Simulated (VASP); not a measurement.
# MoSe (Fm-3m) in VASP: notebook

MoSe is run at these levels: PBE+U; tasks: single point.

Program: VASP 6.6.1. These are calculated values, not measurements. Logs are shortened: lines on timing, memory, paths and dates and some standing lists are left out, and cuts for length are marked.

### Step 1. The cell of the first run

The structure is cubic, space group Fm-3m (No. 225). The conventional cell has a = 5.447 Å, b = 5.447 Å, c = 5.447 Å, α = 90.00°, β = 90.00°, γ = 90.00°. Mo (site symmetry m-3m) has 6 Se at 2.72 Å within 3.6 Å. Within 3.6 Å of Se (site symmetry m-3m) lie 6 Mo at 2.72 Å.

### Step 2. Single point, PBE+U, collinear spin

Input file INCAR:

```
PREC = Accurate ; ENCUT = 500
EDIFF = 1E-6 ; ISMEAR = 0
SIGMA = 0.1 ; LREAL = False
LASPH = True ; NELM = 200
ALGO = Normal ; ISIF = 2
LWAVE = False ; LCHARG = True
ISPIN = 2 ; MAGMOM = 2 -2 0 0
LORBIT = 11 ; LMAXMIX = 4
LDAU = True ; LDAUTYPE = 2
LDAUL = 2 -1 ; LDAUU = 4.38 0
LDAUJ = 0 0 ; LDAUPRINT = 1
GGA = PE ; LELF = True
LVHAR = True ; NBANDS = 32
GGA_COMPAT = False
```

Input file KPOINTS:

```
Automatic mesh
0
Gamma
  12 12 6
```

Input file POSCAR:

```
MoSe
1.0
    0.0000000000      2.7235021977      2.7235021977
    5.4470043953      2.7235021977      2.7235021977
    5.4470043953      5.4470043953      0.0000000000
Mo Se
2 2
Direct
    0.0000000000      0.0000000000      1.0000000000
    0.0000000000      0.0000000000      0.5000000000
    0.5000000000      0.5000000000      0.0000000000
    0.5000000000      0.5000000000      0.5000000000
```

Potentials or basis: VASP PAW PBE potentials, release 64 (Mo_sv, Se).

Run with:

```bash
> cat potpaw_PBE.64/Mo_sv/POTCAR potpaw_PBE.64/Se/POTCAR > POTCAR
> mpirun -np 1 vasp_std > vasp.out
```

OUTCAR:

```text
PREC = Accurate
   ENCUT = 500
   EDIFF = 1E-6
   ISMEAR = 0
   LREAL = False
   LASPH = True
   NELM = 200
   ISIF = 2
   ISPIN = 2
   LORBIT = 11
   GGA = PE

 ion  position               nearest neighbor table
   1  0.000  0.000  0.000-   3 2.72   4 2.72   3 2.72   4 2.72   4 2.72   4 2.72
   2  0.000  0.000  0.500-   3 2.72   4 2.72   4 2.72   3 2.72   3 2.72   3 2.72
   3  0.500  0.500  0.000-   1 2.72   2 2.72   1 2.72   2 2.72   2 2.72   2 2.72
   4  0.500  0.500  0.500-   1 2.72   2 2.72   2 2.72   1 2.72   1 2.72   1 2.72

  LATTYP: Found a simple tetragonal cell.
 ALAT       =     3.8516137451
 C/A-ratio  =     1.4142135624

  Lattice vectors:

 A1 = (   0.0000000000,  -2.7235021976,   2.7235021977)
 A2 = (   0.0000000000,  -2.7235021977,  -2.7235021977)
 A3 = (   5.4470043953,   0.0000000000,   0.0000000000)

Analysis of symmetry for initial positions (statically):
=====================================================================
 Subroutine PRICEL returns following result:

  LATTYP: Found a face centered cubic cell.
 ALAT       =     5.4470043953
[... 12 lines left out ...]
 Subroutine GETGRP returns: Found 16 space group operations
 (whereof 16 operations were pure point group operations)
 out of a pool of 16 trial point group operations.

The static configuration has the point symmetry D_4h.

Analysis of symmetry for dynamics (positions and initial velocities):
=====================================================================
 Subroutine PRICEL returns following result:

  LATTYP: Found a face centered cubic cell.
 ALAT       =     5.4470043953
[... 12 lines left out ...]
 Subroutine GETGRP returns: Found 16 space group operations
 (whereof 16 operations were pure point group operations)
 out of a pool of 16 trial point group operations.

The dynamic configuration has the point symmetry D_4h.

Analysis of structural, dynamic, and magnetic symmetry:
=====================================================================
 Subroutine PRICEL returns following result:

  LATTYP: Found a face centered cubic cell.
 ALAT       =     5.4470043953
[... 12 lines left out ...]
 Subroutine GETGRP returns: Found 16 space group operations
 (whereof 16 operations were pure point group operations)
 out of a pool of 16 trial point group operations.

The overall configuration has the point symmetry D_4h.

 Subroutine INISYM returns: Found 16 space group operations
 (whereof 16 operations are pure point group operations),
 and found     2 'primitive' translations

----------------------------------------------------------------------------------------

                                     Primitive cell

  volume of cell :      40.4030

  direct lattice vectors                    reciprocal lattice vectors
    -2.723502198  2.723502198  0.000000000    -0.183587148  0.183587148 -0.183587148
    -2.723502198  0.000000000  2.723502198    -0.183587148 -0.183587148  0.183587148
     0.000000000  2.723502198  2.723502198     0.183587148  0.183587148  0.183587148

  length of vectors
     3.851613745  3.851613745  3.851613745     0.317982267  0.317982267  0.317982267

  position of ions in fractional coordinates (direct lattice)
     0.000000000  0.000000000  0.000000000
[... 127 lines left out ...]

  0.8256  0.0000  0.0000  0.0000 -0.0000
  0.0000  0.8457  0.0000 -0.0000 -0.0000
  0.0000  0.0000  0.5943  0.0000 -0.0060
  0.0000 -0.0000  0.0000  0.8256  0.0000
 -0.0000 -0.0000 -0.0060  0.0000  0.6013

spin component  2

  0.0286  0.0000  0.0000  0.0000  0.0000
  0.0000  0.0276  0.0000 -0.0000 -0.0000
  0.0000  0.0000  0.1179  0.0000 -0.0002
  0.0000 -0.0000  0.0000  0.0286  0.0000
  0.0000 -0.0000 -0.0002  0.0000  0.1182

 occupancies and eigenvectors

  o =  0.0276  v =  0.0000  0.0000  0.0000  0.0000  0.0000 -0.0000  1.0000 -0.0000  0.0000  0.0000      0.0000  0.0000  0.0000  0.0000  0.0000  0.0000  0.0000  0.0000  0.0000  0.0000
  o =  0.0286  v =  0.0000  0.0000  0.0000  0.0000  0.0000 -0.9239 -0.0000  0.0000  0.3826  0.0000      0.0000  0.0000  0.0000  0.0000  0.0000  0.0000  0.0000  0.0000  0.0000  0.0000
  o =  0.0286  v =  0.0000  0.0000  0.0000  0.0000  0.0000 -0.3826  0.0000  0.0000 -0.9239  0.0000      0.0000  0.0000  0.0000  0.0000  0.0000  0.0000  0.0000  0.0000  0.0000  0.0000
  o =  0.1177  v =  0.0000  0.0000  0.0000  0.0000  0.0000 -0.0000 -0.0000 -0.8660 -0.0000 -0.5000      0.0000  0.0000  0.0000  0.0000  0.0000  0.0000  0.0000  0.0000  0.0000  0.0000
  o =  0.1183  v =  0.0000  0.0000  0.0000  0.0000  0.0000  0.0000  0.0000  0.5000  0.0000 -0.8660      0.0000  0.0000  0.0000  0.0000  0.0000  0.0000  0.0000  0.0000  0.0000  0.0000
  o =  0.5908  v = -0.0000  0.0000  0.8660 -0.0000  0.5000  0.0000  0.0000  0.0000  0.0000  0.0000      0.0000  0.0000  0.0000  0.0000  0.0000  0.0000  0.0000  0.0000  0.0000  0.0000
  o =  0.6048  v =  0.0000  0.0000 -0.5000 -0.0000  0.8660  0.0000  0.0000  0.0000  0.0000  0.0000      0.0000  0.0000  0.0000  0.0000  0.0000  0.0000  0.0000  0.0000  0.0000  0.0000
  o =  0.8256  v = -0.9239  0.0000 -0.0000  0.3827  0.0000  0.0000  0.0000  0.0000  0.0000  0.0000      0.0000  0.0000  0.0000  0.0000  0.0000  0.0000  0.0000  0.0000  0.0000  0.0000
  o =  0.8256  v = -0.3827 -0.0000 -0.0000 -0.9239 -0.0000  0.0000  0.0000  0.0000  0.0000  0.0000      0.0000  0.0000  0.0000  0.0000  0.0000  0.0000  0.0000  0.0000  0.0000  0.0000
  o =  0.8457  v = -0.0000 -1.0000 -0.0000  0.0000  0.0000  0.0000  0.0000  0.0000  0.0000  0.0000      0.0000  0.0000  0.0000  0.0000  0.0000  0.0000  0.0000  0.0000  0.0000  0.0000

atom =   2  type =  1  l = 2

 onsite density matrix

spin component  1

  0.0286  0.0000  0.0000  0.0000  0.0000
  0.0000  0.0276  0.0000 -0.0000 -0.0000
  0.0000  0.0000  0.1179 -0.0000 -0.0002
  0.0000 -0.0000 -0.0000  0.0286  0.0000
  0.0000 -0.0000 -0.0002  0.0000  0.1182

spin component  2

  0.8256  0.0000  0.0000  0.0000 -0.0000
  0.0000  0.8457  0.0000 -0.0000 -0.0000
  0.0000  0.0000  0.5943  0.0000 -0.0060
  0.0000 -0.0000  0.0000  0.8256  0.0000
 -0.0000 -0.0000 -0.0060  0.0000  0.6013

 occupancies and eigenvectors

  o =  0.0276  v =  0.0000 -1.0000  0.0000  0.0000 -0.0000  0.0000  0.0000  0.0000  0.0000  0.0000      0.0000  0.0000  0.0000  0.0000  0.0000  0.0000  0.0000  0.0000  0.0000  0.0000
  o =  0.0286  v =  0.9238 -0.0000 -0.0000 -0.3829  0.0000  0.0000  0.0000  0.0000  0.0000  0.0000      0.0000  0.0000  0.0000  0.0000  0.0000  0.0000  0.0000  0.0000  0.0000  0.0000
  o =  0.0286  v = -0.3829 -0.0000  0.0000 -0.9238  0.0000  0.0000  0.0000  0.0000  0.0000  0.0000      0.0000  0.0000  0.0000  0.0000  0.0000  0.0000  0.0000  0.0000  0.0000  0.0000
  o =  0.1177  v =  0.0000  0.0000  0.8660  0.0000  0.5000  0.0000  0.0000  0.0000  0.0000  0.0000      0.0000  0.0000  0.0000  0.0000  0.0000  0.0000  0.0000  0.0000  0.0000  0.0000
  o =  0.1183  v = -0.0000 -0.0000 -0.5000  0.0000  0.8660  0.0000  0.0000  0.0000  0.0000  0.0000      0.0000  0.0000  0.0000  0.0000  0.0000  0.0000  0.0000  0.0000  0.0000  0.0000
  o =  0.5908  v =  0.0000  0.0000  0.0000  0.0000  0.0000  0.0000 -0.0000 -0.8660  0.0000 -0.5000      0.0000  0.0000  0.0000  0.0000  0.0000  0.0000  0.0000  0.0000  0.0000  0.0000
  o =  0.6048  v =  0.0000  0.0000  0.0000  0.0000  0.0000  0.0000  0.0000 -0.5000 -0.0000  0.8660      0.0000  0.0000  0.0000  0.0000  0.0000  0.0000  0.0000  0.0000  0.0000  0.0000
  o =  0.8256  v =  0.0000  0.0000  0.0000  0.0000  0.0000 -0.9239  0.0000 -0.0000  0.3827  0.0000      0.0000  0.0000  0.0000  0.0000  0.0000  0.0000  0.0000  0.0000  0.0000  0.0000
  o =  0.8256  v =  0.0000  0.0000  0.0000  0.0000  0.0000 -0.3827 -0.0000 -0.0000 -0.9239 -0.0000      0.0000  0.0000  0.0000  0.0000  0.0000  0.0000  0.0000  0.0000  0.0000  0.0000
  o =  0.8457  v =  0.0000  0.0000  0.0000  0.0000  0.0000 -0.0000 -1.0000 -0.0000  0.0000  0.0000      0.0000  0.0000  0.0000  0.0000  0.0000  0.0000  0.0000  0.0000  0.0000  0.0000

 number of electron      40.0000003 magnetization      -0.0000000

 Free energy of the ion-electron system (eV)
  ---------------------------------------------------
  ext. energy  EPLUGINS =         0.00000000
  ---------------------------------------------------
  free energy    TOTEN  =       -20.69216309 eV

  energy without entropy =      -20.68925721  energy(sigma->0) =      -20.69071015

 E-fermi :   8.2296     XC(G=0): -10.9515

 val. band max:        8.2239148913   @ k =   0.4167  -0.2500   0.1667
 cond. band min:       8.2533342293   @ k =   0.4167  -0.0833   0.3333
 fundamental gap:      0.0294193380
 Fermi energy:         8.2296163425

 spin component 1

 k-point     1 :       0.0000    0.0000    0.0000
  band No.  band energies     occupation
      1     -53.8441      1.00000
      2     -51.6692      1.00000
      3     -28.0997      1.00000
      4     -28.0860      1.00000
      5     -28.0860      1.00000
      6     -25.6791      1.00000
[... 1673 lines left out ...]
     31      15.7311      0.00000
     32      15.8240      0.00000

 [... further k-points ...]
[... 5 lines left out ...]
  --------------------------------------------------------------------------------------
  -------------------------------------------------------------------------------------
  Total        4.5168801      5.1332630      5.1332630      0.0000000      0.0000000     -0.0000000
  in kB       89.5583255    101.7796413    101.7796413      0.0000000      0.0000000     -0.0000000
  external PRESSURE =      97.7058694 kB  Pullay stress =       0.0000000 kB

 VOLUME and BASIS-vectors are now :
 -----------------------------------------------------------------------------
  energy-cutoff  :      500.00
  volume of cell :       80.81
      direct lattice vectors                 reciprocal lattice vectors
     0.000000000  2.723502198  2.723502198    -0.183587148  0.183587148  0.183587148
     5.447004395  2.723502198  2.723502198     0.183587148 -0.183587148  0.183587148
     5.447004395  5.447004395  0.000000000     0.000000000  0.183587148 -0.183587148

 POSITION                                       TOTAL-FORCE (eV/Angst)
 -----------------------------------------------------------------------------------
      0.00000      0.00000      0.00000         0.000000      0.000000     -0.000000
      2.72350      2.72350      0.00000        -0.000000     -0.000000     -0.000000
      2.72350      2.72350      2.72350         0.000000      0.000000     -0.000000
      5.44700      5.44700      2.72350        -0.000000     -0.000000      0.000000
 -----------------------------------------------------------------------------------
    total drift:                               -0.000000      0.000000      0.000000

  FREE ENERGIE OF THE ION-ELECTRON SYSTEM (eV)
  ---------------------------------------------------
  free  energy   TOTEN  =       -20.6921630869 eV

  energy  without entropy=      -20.6892572137  energy(sigma->0) =      -20.69071015

 total charge

# of ion       s       p       d       tot
------------------------------------------
    1        2.214   6.076   3.973  12.263
    2        2.214   6.076   3.973  12.263
    3        1.444   2.439   0.060   3.943
    4        1.444   2.439   0.060   3.943
--------------------------------------------------
tot          7.317  17.029   8.067  32.413

 magnetization (x)

# of ion       s       p       d       tot
------------------------------------------
    1        0.053   0.028   3.345   3.426
    2       -0.053  -0.028  -3.345  -3.426
    3       -0.005   0.031  -0.014   0.013
    4        0.005  -0.031   0.014  -0.013
--------------------------------------------------
tot          0.000   0.000   0.000   0.000
```

It took 5.8 min on 1 thread of Intel Xeon 6975P-C (Granite Rapids), shared host; peak memory 0.55 GiB.

Results:

* Free energy: -20.6922 eV
* Pressure: 9.8 GPa
* Band gap on the k mesh: zero (filled and empty bands overlap)
* Net moment: 0.00 μB per cell
* Site moments: Mo +3.43, -3.43; Se +0.01, -0.01 μB
* Valence electrons inside the program's atomic spheres: Mo 12.26; Se 3.94

Eigenvalues of the final occupation matrices:
| site | spin | trace | eigenvalues |
| --- | --- | --- | --- |
| site 1 d | 1 | 3.69 | 0.59 0.60 0.83 0.83 0.85 |
| site 1 d | 2 | 0.32 | 0.03 0.03 0.03 0.12 0.12 |
| site 2 d | 1 | 0.32 | 0.03 0.03 0.03 0.12 0.12 |
| site 2 d | 2 | 3.69 | 0.59 0.60 0.83 0.83 0.85 |

Caveat: the cell stands under pressure.

(Part 1 of 2 ends here.)

The gap in the log of VASP goes by the Fermi energy; the results here count the filled bands.